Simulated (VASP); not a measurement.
# Al3As4 (a cell with a defect) in VASP: a series of runs

The runs below take Al3As4 (a cell with a defect) through relaxation of the atoms, with PBE.

Everything below comes from runs of VASP 6.6.1. Logs are shortened: lines on timing, memory, paths and dates and some standing lists are left out, and cuts for length are marked.

## Step 1: The cell of the first run

The cell holds a defect, 7 atoms: a = 5.728 Å, b = 5.728 Å, c = 5.728 Å, α = 90.00°, β = 90.00°, γ = 90.00°.

## Step 2: Relaxation of the atoms, PBE, collinear spin, ferromagnetic start

Input file INCAR:

```
ALGO = Normal ; EDIFF = 1E-6
EDIFFG = -0.025 ; ENCUT = 520
GGA = PE ; IBRION = 2
ISIF = 2 ; ISMEAR = 0
ISPIN = 2 ; LASPH = T
LCHARG = F ; LORBIT = 11
LREAL = F ; LWAVE = F
MAGMOM = 0 0 0 0.25 0.25 0.25 0.25 ; NELM = 150
NSW = 65 ; PREC = Accurate
SIGMA = 0.01
```

Input file KPOINTS:

```
k-points
0
Gamma
  3 3 3
```

Input file POSCAR:

```
Al3As4
1.0
    0.0000000000      5.7279123196      0.0000000000
    0.0000000000      0.0000000000     -5.7279123196
   -5.7279123196      0.0000000000      0.0000000000
Al As
3 4
Direct
    0.0000000000      1.0000000000      0.0000000000
    0.5000000000      0.5000000000      0.0000000000
    0.0000000000      0.5000000000      0.5000000000
    0.7500000000      0.7500000000      0.7500000000
    0.2500000000      0.7500000000      0.2500000000
    0.7500000000      0.2500000000      0.2500000000
    0.2500000000      0.2500000000      0.7500000000
```

Potentials or basis: VASP PAW PBE potentials, release 64 (Al, As).

Command:

```
$ cat potpaw_PBE.64/Al/POTCAR potpaw_PBE.64/As/POTCAR > POTCAR
$ mpirun -np 1 vasp_std > vasp.out
```

OUTCAR:

```text
EDIFF = 1E-6
   EDIFFG = -0.025
   ENCUT = 520
   GGA = PE
   IBRION = 2
   ISIF = 2
   ISMEAR = 0
   ISPIN = 2
   LASPH = T
   LORBIT = 11
   LREAL = F
   NELM = 150
   NSW = 65
   PREC = Accurate

 ion  position               nearest neighbor table
   1  0.000  0.000  0.000-   4 2.48   5 2.48   6 2.48   7 2.48
   2  0.500  0.500  0.000-   4 2.48   5 2.48   6 2.48   7 2.48
   3  0.000  0.500  0.500-   4 2.48   5 2.48   6 2.48   7 2.48
   4  0.750  0.750  0.750-   1 2.48   2 2.48   3 2.48
   5  0.250  0.750  0.250-   1 2.48   2 2.48   3 2.48
   6  0.750  0.250  0.250-   1 2.48   2 2.48   3 2.48
   7  0.250  0.250  0.750-   1 2.48   2 2.48   3 2.48

  LATTYP: Found a simple cubic cell.
 ALAT       =     5.7279123196

  Lattice vectors:

 A1 = (   0.0000000000,   5.7279123196,   0.0000000000)
 A2 = (   0.0000000000,   0.0000000000,  -5.7279123196)
 A3 = (  -5.7279123196,   0.0000000000,   0.0000000000)

Analysis of symmetry for initial positions (statically):
=====================================================================
 Subroutine PRICEL returns:
 Original cell was already a primitive cell.

 Routine SETGRP: Setting up the symmetry group for a
 simple cubic supercell.

 Subroutine GETGRP returns: Found 24 space group operations
 (whereof  8 operations were pure point group operations)
 out of a pool of 48 trial point group operations.

The static configuration has the point symmetry D_2d.
 The point group associated with its full space group is T_d .

Analysis of symmetry for dynamics (positions and initial velocities):
=====================================================================
 Subroutine PRICEL returns:
 Original cell was already a primitive cell.

 Routine SETGRP: Setting up the symmetry group for a
 simple cubic supercell.

 Subroutine GETGRP returns: Found 24 space group operations
 (whereof  8 operations were pure point group operations)
 out of a pool of 48 trial point group operations.

The dynamic configuration has the point symmetry D_2d.
 The point group associated with its full space group is T_d .

Analysis of structural, dynamic, and magnetic symmetry:
=====================================================================
 Subroutine PRICEL returns:
 Original cell was already a primitive cell.

 Routine SETGRP: Setting up the symmetry group for a
 simple cubic supercell.

 Subroutine GETGRP returns: Found 24 space group operations
 (whereof  8 operations were pure point group operations)
 out of a pool of 48 trial point group operations.

The overall configuration has the point symmetry D_2d.
 The point group associated with its full space group is T_d .

 Subroutine INISYM returns: Found 24 space group operations
 (whereof  8 operations are pure point group operations),
 and found     1 'primitive' translations

----------------------------------------------------------------------------------------

                                     Primitive cell

  volume of cell :     187.9270

  direct lattice vectors                    reciprocal lattice vectors
     0.000000000  5.727912320  0.000000000     0.000000000  0.174583678  0.000000000
     0.000000000  0.000000000 -5.727912320     0.000000000  0.000000000 -0.174583678
    -5.727912320  0.000000000  0.000000000    -0.174583678  0.000000000  0.000000000

  length of vectors
     5.727912320  5.727912320  5.727912320     0.174583678  0.174583678  0.174583678

  position of ions in fractional coordinates (direct lattice)
     0.000000000  0.000000000  0.000000000
     0.500000000  0.500000000  0.000000000
     0.000000000  0.500000000  0.500000000
     0.750000000  0.750000000  0.750000000
     0.250000000  0.750000000  0.250000000
     0.750000000  0.250000000  0.250000000
     0.250000000  0.250000000  0.750000000

  ion indices of the primitive-cell ions
   primitive index   ion index
                 1           1
                 2           2
                 3           3
                 4           4
                 5           5
                 6           6
                 7           7

----------------------------------------------------------------------------------------

 KPOINTS: k-points

Automatic generation of k-mesh.
 Grid dimensions read from file:
 generate k-points for:    3    3    3

 Generating k-lattice:

  Cartesian coordinates                     Fractional coordinates (reciprocal lattice)
     0.000000000  0.058194559  0.000000000     0.333333333  0.000000000  0.000000000
     0.000000000  0.000000000 -0.058194559     0.000000000  0.333333333  0.000000000
    -0.058194559  0.000000000  0.000000000     0.000000000  0.000000000  0.333333333

  Length of vectors
     0.058194559  0.058194559  0.058194559

  Shift w.r.t. Gamma in fractional coordinates (k-lattice)
     0.000000000  0.000000000  0.000000000

 Subroutine IBZKPT returns following result:
 ===========================================

 Found      4 irreducible k-points:

 Following reciprocal coordinates:
            Coordinates               Weight
  0.000000  0.000000  0.000000      1.000000
  0.333333  0.000000  0.000000      6.000000
  0.333333  0.333333  0.000000     12.000000
  0.333333  0.333333  0.333333      8.000000
   k-points           NKPTS =      4   k-points in BZ     NKDIM =      4   number of bands    NBANDS=     19
   number of dos      NEDOS =    301   number of ions     NIONS =      7
   total plane-waves  NPLWV = 110592
   dimension x,y,z NGX =    48 NGY =   48 NGZ =   48
   dimension x,y,z NGXF=    96 NGYF=   96 NGZF=   96
   ions per type =               3   4
   NGX,Y,Z   is equivalent  to a cutoff of  13.93, 13.93, 13.93 a.u.
   NGXF,Y,Z  is equivalent  to a cutoff of  27.86, 27.86, 27.86 a.u.
 SYSTEM =  unknown system
   PREC   = accura    normal or accurate (medium, high low for compatibility)
   ISTART =      0    job   : 0-new  1-cont  2-samecut
   ICHARG =      2    charge: 1-file 2-atom 10-const
   ISPIN  =      2    spin polarized calculation?
   LNONCOLLINEAR =      F non collinear calculations
   LSORBIT =      F    spin-orbit coupling
   LASPH  =      T    aspherical Exc in radial PAW
   ENCUT  =  520.0 eV  38.22 Ry    6.18 a.u.  10.65 10.65 10.65*2*pi/ulx,y,z
   NELM   =    150;   NELMIN=  2; NELMDL= -5     # of ELM steps
   EDIFF  = 0.1E-05   stopping-criterion for ELM
   LREAL  =      F    real-space projection
   EDIFFG = -.3E-01   stopping-criterion for IOM
   NSW    =     65    number of steps for IOM
   IBRION =      2    ionic relax: 0-MD 1-quasi-New 2-CG
   NFREE  =      1    steps in history (QN), initial steepest desc. (CG)
   ISIF   =      2    stress and relaxation
   ISYM   =      2    0-nonsym 1-usesym 2-fastsym
   POTIM  = 0.5000    time-step for ionic-motion
   TEBEG  =    0.0;   TEEND  =   0.0 temperature during run
   PSTRESS=    0.0 pullay stress
   NELECT =      29.0000    total number of electrons
   NUPDOWN=      -1.0000    fix difference up-down
   EMIN   =  10.00;   EMAX   =-10.00  energy-range for DOS
   EFERMI =   0.00;   METHOD = LEGACY
   ISMEAR =     0;   SIGMA  =   0.01  broadening in eV -4-tet -1-fermi 0-gaus
   EFERMI_NEDOS =   21; number of points for ismear=-14 and -15
   IALGO  =     38    algorithm
   IMIX   =      4    mixing-type and parameters
     AMIX     =   0.40;   BMIX     =  1.00
     AMIX_MAG =   1.60;   BMIX_MAG =  1.00
  volume/ion in A,a.u.               =      26.85       181.17
  Fermi-wavevector in a.u.,A,eV,Ry     =   0.878101  1.659370 10.490927  0.771061
  Thomas-Fermi vector in A             =   1.998141
   LORBIT       =     11    0 simple, 1 ext, 2 COOP (PROOUT), +10 PAW based schemes
   GGA     = PE    functional components
   LHFCALC =     F    Hartree Fock is set to
   AEXX    =    0.0000 exact exchange contribution
   IVDW    =     0    specifies the selected vdW correction
   LEPSILON=     F    determine dielectric tensor
   LRPA    =     F    only Hartree local field effects (RPA)
 conjugate gradient relaxation of ions
 spin polarized calculation
 Gauss-broadening in eV      SIGMA  =   0.01
  energy-cutoff  :      520.00
  volume of cell :      187.93
 maximum number of plane-waves:      5061
 NGX is ok and might be reduce to    42
   NGX = 21   NGY = 21   NGZ = 21

--------------------------------------- Ionic step        1  -------------------------------------------

 number of electron      29.0000003 magnetization       0.1852061

 Free energy of the ion-electron system (eV)
  ---------------------------------------------------
  ext. energy  EPLUGINS =         0.00000000
  ---------------------------------------------------
  free energy    TOTEN  =       -30.19016405 eV

  energy without entropy =      -30.18893775  energy(sigma->0) =      -30.18955090

------------------------ aborting loop because EDIFF is reached ----------------------------------------

  FORCE on cell =-STRESS in cart. coord.  units (eV):
  Direction    XX          YY          ZZ          XY          YZ          ZX
  --------------------------------------------------------------------------------------
  -------------------------------------------------------------------------------------
  Total       -2.1103093     -2.1103093     -2.1103093      0.0000000     -0.0000000      0.0000000
  in kB      -17.9915096    -17.9915096    -17.9915096      0.0000000     -0.0000000      0.0000000
  external PRESSURE =     -17.9915096 kB  Pullay stress =       0.0000000 kB
[... 149 lines left out ...]
  energy  without entropy=      -30.1914905951  energy(sigma->0) =      -30.19210375

--------------------------------------- Ionic step        5  -------------------------------------------

 number of electron      29.0000000 magnetization       0.1851852

 Free energy of the ion-electron system (eV)
  ---------------------------------------------------
  ext. energy  EPLUGINS =         0.00000000
  ---------------------------------------------------
  free energy    TOTEN  =       -30.19391732 eV

  energy without entropy =      -30.19269101  energy(sigma->0) =      -30.19330416

 E-fermi :   2.5452     XC(G=0):  -8.4894

 val. band max:        2.3650110489   @ k =   0.3333   0.3333   0.0000
 cond. band min:       2.5466506495   @ k =   0.3333   0.0000   0.0000
 fundamental gap:      0.1816396005
 Fermi energy:         2.5451626962

 spin component 1

 k-point     1 :       0.0000    0.0000    0.0000
  band No.  band energies     occupation
      1      -8.9354      1.00000
      2      -7.2423      1.00000
      3      -7.2423      1.00000
      4      -7.2423      1.00000
      5      -2.7859      1.00000
      6      -2.7859      1.00000
[... 11 lines left out ...]
     18       4.6396      0.00000
     19       4.6396      0.00000
[... 48 lines left out ...]
      2      -7.6706      1.00000
      3      -7.6706      1.00000
      4      -7.4491      1.00000
      5      -2.4507      1.00000
      6      -2.4507      1.00000
[... 11 lines left out ...]
     18       5.7684      0.00000
     19       5.7684      0.00000
 Fermi energy:         2.5451626962

 spin component 2

 k-point     1 :       0.0000    0.0000    0.0000
  band No.  band energies     occupation
      1      -8.9083      1.00000
      2      -7.2100      1.00000
      3      -7.2100      1.00000
      4      -7.2100      1.00000
      5      -2.7735      1.00000
      6      -2.7735      1.00000
[... 11 lines left out ...]
     18       4.6527      0.00000
     19       4.6527      0.00000
[... 98 lines left out ...]
  FREE ENERGIE OF THE ION-ELECTRON SYSTEM (eV)
  ---------------------------------------------------
  free  energy   TOTEN  =       -30.1939173152 eV

  energy  without entropy=      -30.1926910138  energy(sigma->0) =      -30.19330416

 reached required accuracy - stopping structural energy minimisation

 total charge

# of ion       s       p       d       tot
------------------------------------------
    1        0.411   0.352   0.000   0.763
    2        0.411   0.352   0.000   0.763
    3        0.411   0.352   0.000   0.763
    4        1.242   1.495   0.020   2.757
    5        1.242   1.495   0.020   2.757
    6        1.242   1.495   0.020   2.757
    7        1.242   1.495   0.020   2.757
--------------------------------------------------
tot          6.202   7.037   0.080  13.318

 magnetization (x)

# of ion       s       p       d       tot
------------------------------------------
    1       -0.001   0.001   0.000   0.000
    2       -0.001   0.001   0.000   0.000
    3       -0.001   0.001   0.000   0.000
    4        0.001   0.021   0.000   0.022
    5        0.001   0.021   0.000   0.022
    6        0.001   0.021   0.000   0.022
    7        0.001   0.021   0.000   0.022
--------------------------------------------------
tot          0.002   0.086   0.000   0.088
```

Wall time 3.2 min (1 thread of Intel Xeon Platinum 8488C (Sapphire Rapids), shared host); peak memory 0.39 GiB.

What came out:

```yaml
Free_energy: -30.1939 eV
Energy_gained_by_relaxing: 0.5 meV/atom
Ionic_steps: 5
Pressure_after_relaxing: -2.2 GPa
Net_moment: 0.19 μB per cell
Site_moments: Al +0.00; As +0.02 μB
Valence_electrons_inside_the_program's_atomic_spheres: Al 0.76; As 2.76
```

The path:
| step | energy change (eV) | largest force (eV/Å) | pressure (GPa) |
| --- | --- | --- | --- |
| 1 | 0.0000 | 0.0787 | -1.80 |
| 2 | -0.0011 | 0.0662 | -1.86 |
| 3 | -0.0032 | 0.0290 | -2.05 |
| 4 | -0.0026 | 0.0430 | -2.41 |
| 5 | -0.0038 | 0.0002 | -2.19 |

Final structure:
```
CELL_PARAMETERS angstrom
0.00000 5.72791 0.00000
0.00000 0.00000 -5.72791
-5.72791 0.00000 0.00000
ATOMIC_POSITIONS crystal
Al 0.00000 0.00000 0.00000
Al 0.50000 0.50000 0.00000
Al 0.00000 0.50000 0.50000
As 0.74755 0.75245 0.74755
As 0.25245 0.75245 0.25245
As 0.74755 0.24755 0.25245
As 0.25245 0.24755 0.74755
```

Levels at points of the mesh, in eV from the Fermi level:
Spin up:
```csv
k point,band 10,band 11,band 12,band 13,band 14,band 15,band 16,band 17,band 18,band 19
"(0.00, 0.00, 0.00)",-2.16,-1.32,-1.32,-1.32,0.50,0.50,0.50,1.91,2.09,2.09
```
Spin down:
| k point | band 12 | band 13 | band 14 | band 15 | band 16 | band 17 |
| --- | --- | --- | --- | --- | --- | --- |
| (0.00, 0.00, 0.00) | -1.29 | -1.29 | 0.54 | 0.54 | 0.54 | 1.93 |

Caveat: the k points lie up to 0.37 Å⁻¹ apart.

## Step 3: Relaxation of the atoms, PBE, collinear spin, ferromagnetic start

Input file INCAR:

```
SYSTEM = Al3As4
ALGO = Normal ; EDIFF = 1E-7
EDIFFG = -0.025 ; ENCUT = 450
GGA = PE ; GGA_COMPAT = .FALSE.
IBRION = 2 ; ISIF = 2
ISMEAR = 0 ; ISPIN = 2
LASPH = .TRUE. ; LCHARG = .FALSE.
LORBIT = 11 ; LREAL = .FALSE.
LWAVE = .FALSE. ; MAGMOM = 0 0 0 0.5 0.5 0.5 0.5
NELECT = 30.0 ; NELM = 200
NELMIN = 4 ; NSW = 65
PREC = Accurate ; SIGMA = 0.01
```

Input file KPOINTS:

```
k-points
0
G
  3 3 3
  0 0 0
```

Input file POSCAR:

```
Al3As4
1.0
    0.0000000000      5.7279123196      0.0000000000
    0.0000000000      0.0000000000     -5.7279123196
   -5.7279123196      0.0000000000      0.0000000000
Al As
3 4
Direct
    0.0000000000      1.0000000000      0.0000000000
    0.5000000000      0.5000000000      0.0000000000
    0.0000000000      0.5000000000      0.5000000000
    0.7482712852      0.7517287148      0.7482712852
    0.2517287148      0.7517287148      0.2517287148
    0.7482712852      0.2482712852      0.2517287148
    0.2517287148      0.2482712852      0.7482712852
```

Potentials or basis: VASP PAW PBE potentials, release 64 (Al, As).

Command:

```
$ cat potpaw_PBE.64/Al/POTCAR potpaw_PBE.64/As/POTCAR > POTCAR
$ mpirun -np 1 vasp_std > vasp.out
```

It took 56 s on 1 thread of Intel Xeon 6975P-C (Granite Rapids), shared host; peak memory 0.28 GiB.

The run converged. Its results:

```yaml
Free_energy: -27.5545 eV
Energy_gained_by_relaxing: 4.8 meV/atom
Ionic_steps: 4
Net_moment: 0.30 μB per cell
Site_moments: Al +0.00; As +0.04 μB
Valence_electrons_inside_the_program's_atomic_spheres: Al 0.78; As 2.81
```

Step by step:
| step | energy change (eV) | largest force (eV/Å) | pressure (GPa) |
| --- | --- | --- | --- |
| 1 | 0.0000 | 0.2733 | 4.19 |
| 2 | -0.0128 | 0.2140 | 3.98 |
| 3 | -0.0326 | 0.0375 | 3.35 |
| 4 | -0.0333 | 0.0003 | 3.22 |

Final structure:
```xyz
7
Lattice="0.0000 5.7279 0.0000 0.0000 0.0000 -5.7279 -5.7279 0.0000 0.0000" Properties=species:S:1:pos:R:3 pbc="T T T"
Al    0.0000    5.7279   -5.7279
Al    0.0000    2.8640   -2.8640
Al   -2.8640    5.7279   -2.8640
As   -4.2507    4.2507   -4.3411
As   -1.4772    1.4772   -4.3411
As   -1.4772    4.2507   -1.3868
As   -4.2507    1.4772   -1.3868
```

Levels at points of the mesh, in eV from the Fermi level:
Spin up:
```
           k point  band 11  band 12  band 13  band 14  band 15  band 16  band 17  band 18  band 19  band 20
(0.00, 0.00, 0.00)    -1.49    -1.49    -1.49     0.27     0.27     0.27     1.65     1.69     1.69     1.69
```
Spin down:
| k point | band 11 | band 12 | band 13 | band 14 | band 15 | band 16 | band 17 | band 18 |
| --- | --- | --- | --- | --- | --- | --- | --- | --- |
| (0.00, 0.00, 0.00) | -1.44 | -1.44 | -1.44 | 0.34 | 0.34 | 0.34 | 1.68 | 1.70 |

Caveat: the k points lie up to 0.37 Å⁻¹ apart; the cell carries a net charge on a neutralising background, which shifts energy and pressure; the cell is charged against a uniform background, so pressure and absolute levels hang on convention.
